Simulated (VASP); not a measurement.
# GaP (d3) (F-43m) in VASP: a series of runs, part 2 of 2

VASP 6.6.1. The steps go on from the part before.

**5. Single point, PBE+D3(BJ)**

This run uses another cell than the first one, of 20.19 Å³/atom, 0.997 times its volume.

File INCAR:

```
SYSTEM = GaP
ALGO     = Normal         ! electronic algorithm
EDIFF    = 1E-6           ! SCF threshold, eV
ENCUT    = 520            ! plane-wave cutoff, eV
GGA      = PE             ! functional
ISIF     = 2              ! what is computed and relaxed
ISMEAR   = 0              ! smearing method
IVDW     = 12             ! dispersion correction
LASPH    = .TRUE.         ! aspherical terms in the spheres
LCHARG   = .TRUE.         ! write CHGCAR
LELF     = .TRUE.         ! ELF
LREAL    = .FALSE.        ! projectors in reciprocal space
LVHAR    = .TRUE.       
LWAVE    = .FALSE.        ! write WAVECAR
NBANDS   = 16             ! bands
NELM     = 60             ! most SCF steps
PREC     = Accurate       ! precision mode
SIGMA    = 0.02           ! smearing width, eV
```

File KPOINTS:

```
k-points
0
G
  8 8 8
  0 0 0
```

File POSCAR:

```
GaP
1.0
    0.0000000000      2.7231605645      2.7231605645
    2.7231605645      0.0000000000      2.7231605645
    2.7231605645      2.7231605645      0.0000000000
Ga P
1 1
Direct
    0.0000000000      0.0000000000      0.0000000000
    0.7500000000      0.7500000000      0.7500000000
```

Potentials or basis: VASP PAW PBE potentials, release 64 (Ga_d, P).

Command:

```sh
cat potpaw_PBE.64/Ga_d/POTCAR potpaw_PBE.64/P/POTCAR > POTCAR
mpirun -np 1 vasp_std > vasp.out
```

OUTCAR:

```text
SYSTEM = GaP
   EDIFF = 1E-6
   ENCUT = 520
   GGA = PE
   ISIF = 2
   ISMEAR = 0
   IVDW = 12
   LASPH = .TRUE.
   LREAL = .FALSE.
   NELM = 60
   PREC = Accurate
 IVDW          = 12

 ion  position               nearest neighbor table
   1  0.000  0.000  0.000-   2 2.36   2 2.36   2 2.36   2 2.36
   2  0.750  0.750  0.750-   1 2.36   1 2.36   1 2.36   1 2.36

  LATTYP: Found a face centered cubic cell.
 ALAT       =     5.4463211290

  Lattice vectors:

 A1 = (   0.0000000000,   2.7231605645,   2.7231605645)
 A2 = (   2.7231605645,   0.0000000000,   2.7231605645)
 A3 = (   2.7231605645,   2.7231605645,   0.0000000000)

Analysis of symmetry for initial positions (statically):
=====================================================================
 Subroutine PRICEL returns:
 Original cell was already a primitive cell.

 Routine SETGRP: Setting up the symmetry group for a
 face centered cubic supercell.

 Subroutine GETGRP returns: Found 24 space group operations
 (whereof 24 operations were pure point group operations)
 out of a pool of 48 trial point group operations.

The static configuration has the point symmetry T_d .
[... 161 lines left out ...]

 E-fermi :   4.8041     XC(G=0):  -9.8435

 val. band max:        4.6757602042   @ k =   0.0000   0.0000   0.0000
 cond. band min:       6.3139739976   @ k =   0.3750   0.3750   0.0000
 fundamental gap:      1.6382137934
 Fermi energy:         4.8041141810

 k-point     1 :       0.0000    0.0000    0.0000
  band No.  band energies     occupation
      1      -9.8789      2.00000
      2      -9.8789      2.00000
      3      -9.8789      2.00000
      4      -9.7785      2.00000
      5      -9.7785      2.00000
      6      -7.8333      2.00000
[... 433 lines left out ...]
      3      -9.8356      2.00000
      4      -9.7836      2.00000
      5      -9.7711      2.00000
      6      -5.3525      2.00000
[... 8 lines left out ...]
     15      16.6891      0.00000
     16      17.1991      0.00000

 [... further k-points ...]

------------------------ aborting loop because EDIFF is reached ----------------------------------------

 Edisp (eV)   -0.63457

 E8    (eV) :    -0.2691

  FORCE on cell =-STRESS in cart. coord.  units (eV):
  Direction    XX          YY          ZZ          XY          YZ          ZX
  --------------------------------------------------------------------------------------
  -------------------------------------------------------------------------------------
  Total      -0.02692    -0.02692    -0.02692     0.00000     0.00000     0.00000
  in kB      -1.06788    -1.06788    -1.06788     0.00000     0.00000     0.00000
  external pressure =       -1.07 kB  Pullay stress =        0.00 kB

 VOLUME and BASIS-vectors are now :
 -----------------------------------------------------------------------------
  energy-cutoff  :      520.00
  volume of cell :       40.39
      direct lattice vectors                 reciprocal lattice vectors
     0.000000000  2.723160565  2.723160565    -0.183610179  0.183610179  0.183610179
     2.723160565  0.000000000  2.723160565     0.183610179 -0.183610179  0.183610179
     2.723160565  2.723160565  0.000000000     0.183610179  0.183610179 -0.183610179

 POSITION                                       TOTAL-FORCE (eV/Angst)
 -----------------------------------------------------------------------------------
      0.00000      0.00000      0.00000         0.000000      0.000000      0.000000
      4.08474      4.08474      4.08474        -0.000000     -0.000000     -0.000000
 -----------------------------------------------------------------------------------
    total drift:                               -0.000002     -0.000002     -0.000002

  FREE ENERGIE OF THE ION-ELECTRON SYSTEM (eV)
  ---------------------------------------------------
  free  energy   TOTEN  =        -9.7491911003 eV

  energy  without entropy=       -9.7491911003  energy(sigma->0) =       -9.74919110
```

OSZICAR:

```text
N       E                     dE             d eps       ncg     rms          rms(c)
DAV:   1     0.807616315487E+02    0.80762E+02   -0.90253E+03   984   0.160E+03
DAV:   2    -0.303185644521E+01   -0.83793E+02   -0.79920E+02  1080   0.311E+02
DAV:   3    -0.928786780764E+01   -0.62560E+01   -0.62346E+01  1184   0.660E+01
DAV:   4    -0.938270981894E+01   -0.94842E-01   -0.94825E-01  1144   0.870E+00
DAV:   5    -0.938467276176E+01   -0.19629E-02   -0.19629E-02  1192   0.112E+00    0.426E+00
DAV:   6    -0.914115089602E+01    0.24352E+00   -0.37693E-01  1432   0.105E+01    0.282E+00
DAV:   7    -0.911378098163E+01    0.27370E-01   -0.95789E-02  1224   0.208E+00    0.112E+00
DAV:   8    -0.911407852652E+01   -0.29754E-03   -0.13400E-02  1080   0.140E+00    0.200E-01
DAV:   9    -0.911447592734E+01   -0.39740E-03   -0.13164E-03  1184   0.497E-01    0.790E-02
DAV:  10    -0.911454654047E+01   -0.70613E-04   -0.11094E-04  1384   0.117E-01    0.381E-02
DAV:  11    -0.911461706934E+01   -0.70529E-04   -0.95620E-05  1072   0.794E-02    0.503E-03
DAV:  12    -0.911461675414E+01    0.31520E-06   -0.25689E-06  1112   0.203E-02
   1 F= -.97491911E+01 E0= -.97491911E+01  d E =-.856926E-22
```

It took 35 s on 1 thread of Intel Xeon 6975P-C, shared host; peak memory 0.18 GiB.

Results:

| Property | Result |
| --- | --- |
| Free energy | -9.7492 eV |
| Pressure | -0.1 GPa |
| Band gap on the k mesh | 1.64 eV, indirect (least direct gap 1.85 eV) |
| Dispersion energy per atom | -0.317 eV |

A k mesh can miss the band edges. PBE gaps usually lie below the measured ones, often by a third to a half.

**6. Summary**

```csv
task,cell,k mesh,cutoff (eV),smearing,gap on the mesh (eV),pressure (GPa)
single point,"a = 3.855 Å, angles 60.0°, 2 atoms",6 × 6 × 6,520,gaussian 0.1 eV,1.65,-0.3
single point,"a = 3.851 Å, angles 60.0°, 2 atoms",8 × 8 × 8,520,gaussian 0.02 eV,1.64,-0.1
relaxation of cell and atoms,"relaxed from a = 3.855 Å, angles 60.0°, 2 atoms",8 × 8 × 8,600,gaussian 0.02 eV,1.64,0.0
```

Alike in all rows: level PBE+D3(BJ); potentials or basis VASP PAW PBE potentials, release 64 (Ga_d, P); no spin polarisation.

Absolute energies hang on the potentials; compare differences alone.
